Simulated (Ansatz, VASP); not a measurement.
**Two plane-wave programs on BN**

```xyz
2
Lattice="0.0000 2.0591 1.7801 1.7801 0.0000 1.7801 1.7801 2.0591 0.0000" Properties=species:S:1:pos:R:3 pbc="T T T"
B     0.0000    0.0000    0.0000
N     2.6702    3.0886    2.6702
```

Alike in both runs: task single point; functional PBE; k mesh 12 × 12 × 12; occupations gaussian, width 0.05 eV; no spin polarisation.

|  | VASP | Ansatz |
| --- | --- | --- |
| version | VASP 6.6.1 | Ansatz 0.2.0 |
| potentials or method | VASP PAW PBE potentials, release 64 (B, N), cutoff 520 eV | scalar-relativistic, plane waves, PAW |
| valence electrons in the cell | 8 | 8 |

|  | VASP | Ansatz | Ansatz less VASP |
| --- | --- | --- | --- |
| gap on the k mesh at the Fermi level (eV) | 3.12 | 3.13 | +0.009 |
| least direct gap on the mesh (eV) | 7.03 | 7.03 | +0.002 |
